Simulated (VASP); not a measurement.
# TaAs (I4_1md) in VASP: further runs

TaAs is run at these levels: PBEsol; tasks: single point.

Program: VASP 6.6.1. These are calculated values, not measurements. Logs are shortened: lines on timing, memory, paths and dates and some standing lists are left out, and cuts for length are marked.

## 1. The cell of the first run

Symmetry: I4_1md, No. 109, tetragonal system. The conventional cell has a = 3.520 Å, b = 3.520 Å, c = 12.090 Å, α = 90.00°, β = 90.00°, γ = 90.00°. Ta (site symmetry 2mm) has 6 As at 2.68 Å and 4 Ta at 3.50 Å within 3.5 Å. Within 3.5 Å of As (site symmetry 2mm) lie 6 Ta at 2.68 Å and 4 As at 3.50 Å.

## 2. Single point, PBEsol (volume scaled by 1.10, then relaxed in part)

INCAR

```
PREC = Accurate
ENCUT = 520
EDIFF = 1E-6
ISMEAR = 0
SIGMA = 0.1
LREAL = F
LASPH = T
NELM = 100
ALGO = Normal
ISIF = 2
LWAVE = F
LCHARG = F
GGA = PS
NBANDS = 24
```

KPOINTS

```
regular mesh
0
Gamma
  18 18 18
```

POSCAR

```
TaAs
1.0
   -1.7598415606      1.7598415606      6.0451645905
    1.7598415606     -1.7598415606      6.0451645905
    1.7598415606      1.7598415606     -6.0451645905
Ta As
2 2
Direct
    0.4997640603      0.9997640603      0.5000000000
    0.7497640603      0.7497640603      0.0000000000
    0.0828353597      0.5828353597      0.5000000000
    0.3328353597      0.3328353597      0.0000000000
```

Potentials or basis: VASP PAW PBE potentials, release 64 (Ta_pv, As).

Launch:

```console
$ cat potpaw_PBE.64/Ta_pv/POTCAR potpaw_PBE.64/As/POTCAR > POTCAR
$ mpirun -np 1 vasp_std > vasp.out
```

OUTCAR:

```text
PREC = Accurate
   ENCUT = 520
   EDIFF = 1E-6
   ISMEAR = 0
   LREAL = F
   LASPH = T
   NELM = 100
   ISIF = 2
   GGA = PS

 ion  position               nearest neighbor table
   1  0.500  1.000  0.500-   4 2.68   4 2.68   3 2.68   3 2.68   3 2.68   3 2.68   2 3.50   2 3.50
                             2 3.50   2 3.50
   2  0.750  0.750  0.000-   3 2.68   3 2.68   4 2.68   4 2.68   4 2.68   4 2.68   1 3.50   1 3.50
                             1 3.50   1 3.50
   3  0.083  0.583  0.500-   2 2.68   2 2.68   1 2.68   1 2.68   1 2.68   1 2.68
   4  0.333  0.333  0.000-   1 2.68   1 2.68   2 2.68   2 2.68   2 2.68   2 2.68

  LATTYP: Found a body centered tetragonal cell.
 ALAT       =     3.5196831212
 C/A-ratio  =     3.4350618407

  Lattice vectors:

 A1 = (  -1.7598415606,   1.7598415606,   6.0451645905)
 A2 = (   1.7598415606,  -1.7598415606,   6.0451645905)
 A3 = (   1.7598415606,   1.7598415606,  -6.0451645905)

Analysis of symmetry for initial positions (statically):
=====================================================================
 Subroutine PRICEL returns:
 Original cell was already a primitive cell.

 Routine SETGRP: Setting up the symmetry group for a
 body centered tetragonal supercell.

 Subroutine GETGRP returns: Found  8 space group operations
 (whereof  4 operations were pure point group operations)
 out of a pool of 16 trial point group operations.

The static configuration has the point symmetry C_2v.
 The point group associated with its full space group is C_4v.

Analysis of symmetry for dynamics (positions and initial velocities):
=====================================================================
 Subroutine PRICEL returns:
 Original cell was already a primitive cell.

 Routine SETGRP: Setting up the symmetry group for a
 body centered tetragonal supercell.

 Subroutine GETGRP returns: Found  8 space group operations
 (whereof  4 operations were pure point group operations)
 out of a pool of 16 trial point group operations.

The dynamic configuration has the point symmetry C_2v.
 The point group associated with its full space group is C_4v.

 Subroutine INISYM returns: Found  8 space group operations
 (whereof  4 operations are pure point group operations),
 and found     1 'primitive' translations

----------------------------------------------------------------------------------------

                                     Primitive cell

  volume of cell :      74.8885

  direct lattice vectors                    reciprocal lattice vectors
    -1.759841561  1.759841561  6.045164590     0.000000000  0.284116486  0.082710734
     1.759841561 -1.759841561  6.045164590     0.284116486  0.000000000  0.082710734
     1.759841561  1.759841561 -6.045164590     0.284116486  0.284116486  0.000000000

  length of vectors
     6.537438303  6.537438303  6.537438303     0.295910870  0.295910870  0.401801388

  position of ions in fractional coordinates (direct lattice)
     0.499764060  0.999764060  0.500000000
     0.749764060  0.749764060  0.000000000
     0.082835360  0.582835360  0.500000000
     0.332835360  0.332835360  0.000000000

  ion indices of the primitive-cell ions
   primitive index   ion index
                 1           1
                 2           2
                 3           3
                 4           4

----------------------------------------------------------------------------------------

 KPOINTS: regular mesh

Automatic generation of k-mesh.
 Grid dimensions read from file:
 generate k-points for:   18   18   18

 Generating k-lattice:

  Cartesian coordinates                     Fractional coordinates (reciprocal lattice)
     0.000000000  0.015784249  0.004595041     0.055555556 -0.000000000  0.000000000
     0.015784249  0.000000000  0.004595041    -0.000000000  0.055555556  0.000000000
     0.015784249  0.015784249  0.000000000     0.000000000  0.000000000  0.055555556

  Length of vectors
     0.016439493  0.016439493  0.022322299

  Shift w.r.t. Gamma in fractional coordinates (k-lattice)
     0.000000000  0.000000000  0.000000000

 Subroutine IBZKPT returns following result:
 ===========================================

 Found    480 irreducible k-points:

 Following reciprocal coordinates:
            Coordinates               Weight
  0.000000  0.000000  0.000000      1.000000
  0.055556  0.000000 -0.000000      8.000000
  0.111111  0.000000 -0.000000      8.000000
  0.166667  0.000000 -0.000000      8.000000
  0.222222 -0.000000  0.000000      8.000000
  0.277778 -0.000000  0.000000      8.000000
[... 16 lines left out ...]
 -0.277778  0.055556 -0.000000     16.000000
 -0.222222  0.055556 -0.000000     16.000000
 [... further k-points ...]
   k-points           NKPTS =    480   k-points in BZ     NKDIM =    480   number of bands    NBANDS=     24
   number of dos      NEDOS =    301   number of ions     NIONS =      4
   total plane-waves  NPLWV = 125000
   dimension x,y,z NGX =    50 NGY =   50 NGZ =   50
   dimension x,y,z NGXF=   100 NGYF=  100 NGZF=  100
   ions per type =               2   2
   NGX,Y,Z   is equivalent  to a cutoff of  12.71, 12.71, 12.71 a.u.
   NGXF,Y,Z  is equivalent  to a cutoff of  25.43, 25.43, 25.43 a.u.
 SYSTEM =  unknown system
   PREC   = accura    normal or accurate (medium, high low for compatibility)
   ISTART =      0    job   : 0-new  1-cont  2-samecut
   ICHARG =      2    charge: 1-file 2-atom 10-const
   ISPIN  =      1    spin polarized calculation?
   LNONCOLLINEAR =      F non collinear calculations
   LSORBIT =      F    spin-orbit coupling
   LASPH  =      T    aspherical Exc in radial PAW
   ENCUT  =  520.0 eV  38.22 Ry    6.18 a.u.  12.16 12.16 12.16*2*pi/ulx,y,z
   NELM   =    100;   NELMIN=  2; NELMDL= -5     # of ELM steps
   EDIFF  = 0.1E-05   stopping-criterion for ELM
   LREAL  =      F    real-space projection
   EDIFFG = 0.1E-04   stopping-criterion for IOM
   NSW    =      0    number of steps for IOM
   IBRION =     -1    ionic relax: 0-MD 1-quasi-New 2-CG
   NFREE  =      0    steps in history (QN), initial steepest desc. (CG)
   ISIF   =      2    stress and relaxation
   ISYM   =      2    0-nonsym 1-usesym 2-fastsym
   POTIM  = 0.5000    time-step for ionic-motion
   TEBEG  =    0.0;   TEEND  =   0.0 temperature during run
   PSTRESS=    0.0 pullay stress
   NELECT =      32.0000    total number of electrons
   NUPDOWN=      -1.0000    fix difference up-down
   EMIN   =  10.00;   EMAX   =-10.00  energy-range for DOS
   EFERMI =   0.00;   METHOD = LEGACY
   ISMEAR =     0;   SIGMA  =   0.10  broadening in eV -4-tet -1-fermi 0-gaus
   EFERMI_NEDOS =   21; number of points for ismear=-14 and -15
   IALGO  =     38    algorithm
   IMIX   =      4    mixing-type and parameters
     AMIX     =   0.40;   BMIX     =  1.00
     AMIX_MAG =   1.60;   BMIX_MAG =  1.00
  volume/ion in A,a.u.               =      18.72       126.34
  Fermi-wavevector in a.u.,A,eV,Ry     =   1.233066  2.330157 20.687010  1.520452
  Thomas-Fermi vector in A             =   2.367811
   LORBIT       =      0    0 simple, 1 ext, 2 COOP (PROOUT), +10 PAW based schemes
   GGA     = PS    functional components
   LHFCALC =     F    Hartree Fock is set to
   AEXX    =    0.0000 exact exchange contribution
   IVDW    =     0    specifies the selected vdW correction
   LEPSILON=     F    determine dielectric tensor
   LRPA    =     F    only Hartree local field effects (RPA)
 non-spin polarized calculation
 Gauss-broadening in eV      SIGMA  =   0.10
  energy-cutoff  :      520.00
  volume of cell :       74.89
 maximum number of plane-waves:      2058
 NGX is ok and might be reduce to    50
   NGX = 25   NGY = 25   NGZ = 25

 number of electron      32.0000000 magnetization

 Free energy of the ion-electron system (eV)
  ---------------------------------------------------
  ext. energy  EPLUGINS =         0.00000000
  ---------------------------------------------------
  free energy    TOTEN  =       -37.41476847 eV

  energy without entropy =      -37.41292011  energy(sigma->0) =      -37.41384429

 E-fermi :   6.1226     XC(G=0): -11.6606

 val. band max:        6.1164977555   @ k =  -0.3333   0.4444   0.3333
 cond. band min:       6.1265149468   @ k =  -0.1111   0.5000   0.1111
 fundamental gap:      0.0100171913
 Fermi energy:         6.1225583560

 k-point     1 :       0.0000    0.0000    0.0000
  band No.  band energies     occupation
      1     -28.9505      2.00000
      2     -28.9420      2.00000
      3     -28.9420      2.00000
      4     -28.8133      2.00000
      5     -28.8133      2.00000
      6     -28.7804      2.00000
[... 16 lines left out ...]
     23       9.7844      0.00000
     24       9.8788      0.00000

 k-point     2 :       0.0556    0.0000   -0.0000
  band No.  band energies     occupation
      1     -28.9513      2.00000
      2     -28.9436      2.00000
      3     -28.9417      2.00000
      4     -28.8169      2.00000
      5     -28.8129      2.00000
      6     -28.7807      2.00000
[... 16 lines left out ...]
     23       9.4432      0.00000
     24      10.0173      0.00000

 k-point     3 :       0.1111    0.0000   -0.0000
  band No.  band energies     occupation
      1     -28.9599      2.00000
      2     -28.9418      2.00000
      3     -28.9407      2.00000
      4     -28.8270      2.00000
      5     -28.8118      2.00000
      6     -28.7818      2.00000
[... 16 lines left out ...]
     23       9.5707      0.00000
     24      10.3813      0.00000
[... 514 lines left out ...]
 k-point    23 :      -0.2778    0.0556   -0.0000
  band No.  band energies     occupation
      1     -29.0167      2.00000
      2     -28.9398      2.00000
      3     -28.9213      2.00000
      4     -28.8766      2.00000
      5     -28.8095      2.00000
      6     -28.7894      2.00000
[... 16 lines left out ...]
     23      10.3999      0.00000
     24      11.4269      0.00000

 k-point    24 :      -0.2222    0.0556   -0.0000
  band No.  band energies     occupation
      1     -28.9955      2.00000
      2     -28.9420      2.00000
      3     -28.9283      2.00000
      4     -28.8593      2.00000
      5     -28.8116      2.00000
      6     -28.7853      2.00000
[... 16 lines left out ...]
     23      10.3063      0.00000
     24      10.9906      0.00000

 [... further k-points ...]

------------------------ aborting loop because EDIFF is reached ----------------------------------------

  FORCE on cell =-STRESS in cart. coord.  units (eV):
  Direction    XX          YY          ZZ          XY          YZ          ZX
  --------------------------------------------------------------------------------------
  -------------------------------------------------------------------------------------
  Total       -6.6456602     -6.6456602     -6.6824201      0.0000000      0.0000000      0.0000000
  in kB     -142.1783435   -142.1783435   -142.9647913      0.0000000      0.0000000      0.0000000
  external PRESSURE =    -142.4404928 kB  Pullay stress =       0.0000000 kB

 VOLUME and BASIS-vectors are now :
 -----------------------------------------------------------------------------
  energy-cutoff  :      520.00
  volume of cell :       74.89
      direct lattice vectors                 reciprocal lattice vectors
    -1.759841561  1.759841561  6.045164590     0.000000000  0.284116486  0.082710734
     1.759841561 -1.759841561  6.045164590     0.284116486  0.000000000  0.082710734
     1.759841561  1.759841561 -6.045164590     0.284116486  0.284116486  0.000000000

 POSITION                                       TOTAL-FORCE (eV/Angst)
 -----------------------------------------------------------------------------------
      1.75984      0.00000      6.04231        -0.000000     -0.000000      0.002764
      0.00000      0.00000      9.06489         0.000000      0.000000      0.002764
      1.75984      0.00000      1.00151        -0.000000      0.000000     -0.002764
      0.00000      0.00000      4.02409         0.000000     -0.000000     -0.002764
 -----------------------------------------------------------------------------------
    total drift:                                0.000000      0.000000      0.000252

  FREE ENERGIE OF THE ION-ELECTRON SYSTEM (eV)
  ---------------------------------------------------
  free  energy   TOTEN  =       -37.4147684739 eV

  energy  without entropy=      -37.4129201098  energy(sigma->0) =      -37.41384429
```

Run time: 40 min. Hardware: 1 thread of Oxide Virtual Turin-like, shared host; peak memory 0.91 GiB.

What came out:

```
Free energy            : -37.4148 eV
Pressure               : -14.2 GPa
Band gap on the k mesh : zero (band 16 reaches 6.15 eV, above the bottom of band 17 at 6.09 eV)
```

Forces on the atoms (eV/Å):
```
Ta   0.000  0.000  0.003
Ta   0.000  0.000  0.003
As   0.000  0.000 -0.003
As   0.000  0.000 -0.003
```

Caveat: the cell differs from its parent crystal (volume scaled by 1.10, then relaxed in part); the PAW data sets were made with another functional, which shifts forces and pressure a little; spin-orbit coupling is left out, which moves the levels of the heavy elements.

## 3. Single point, PBEsol

This run uses another cell than the first one, of 17.21 Å³/atom, 0.919 times its volume.

INCAR

```
SYSTEM = TaAs
ALGO = Normal
EDIFF = 1E-6
ENCUT = 520
GGA = PS
ISIF = 2
ISMEAR = 0
LASPH = .TRUE.
LCHARG = .FALSE.
LREAL = .FALSE.
LWAVE = .FALSE.
NBANDS = 24
NELM = 80
PREC = Accurate
SIGMA = 0.1
```

KPOINTS

```
k-points
0
G
  18 18 18
  0 0 0
```

POSCAR

```
TaAs
1.0
   -1.7194306589      1.7194306589      5.8217533316
    1.7194306589     -1.7194306589      5.8217533316
    1.7194306589      1.7194306589     -5.8217533316
Ta As
2 2
Direct
    0.5002139830      1.0002139830      0.5000000000
    0.7502139830      0.7502139830      0.0000000000
    0.0823854370      0.5823854370      0.5000000000
    0.3323854370      0.3323854370      0.0000000000
```

Potentials or basis: VASP PAW PBE potentials, release 64 (Ta_pv, As).

Launch:

```console
$ cat potpaw_PBE.64/Ta_pv/POTCAR potpaw_PBE.64/As/POTCAR > POTCAR
$ mpirun -np 1 vasp_std > vasp.out
```

It took 58 min on 1 thread of Oxide Virtual Turin-like, shared host; peak memory 0.85 GiB.

Results (log left out):

```
Free energy            : -37.7290 eV
Pressure               : -1.4 GPa
Largest force          : 0.005 eV/Å
Band gap on the k mesh : zero (band 16 reaches 6.95 eV, above the bottom of band 17 at 6.91 eV)
```

Forces in eV/Å, atoms in the order of the input:
```
Ta   0.000  0.000  0.005
Ta   0.000  0.000  0.005
As   0.000  0.000 -0.005
As   0.000  0.000 -0.005
```

Stress tensor (GPa, compression positive):
```
-1.37  0.00  0.00
 0.00 -1.37  0.00
 0.00  0.00 -1.54
```

Levels at points of the mesh, in eV from the Fermi level:
| k point | band 14 | band 15 | band 16 | band 17 | band 18 | band 19 |
| --- | --- | --- | --- | --- | --- | --- |
| (0.00, 0.00, 0.00) | -1.95 | -1.63 | -1.63 | 0.90 | 1.59 | 2.38 |
| (0.50, 0.00, 0.00) | -2.30 | -1.58 | -0.23 | 0.12 | 1.40 | 2.29 |
| (0.50, 0.50, 0.00) | -3.18 | -1.13 | -1.13 | 2.82 | 2.82 | 3.12 |
| (0.50, 0.50, 0.50) | -2.84 | -0.91 | -0.91 | 1.22 | 1.22 | 2.34 |

Caveat: the PAW data sets were made with another functional, which shifts forces and pressure a little; spin-orbit coupling is left out, which moves the levels of the heavy elements.
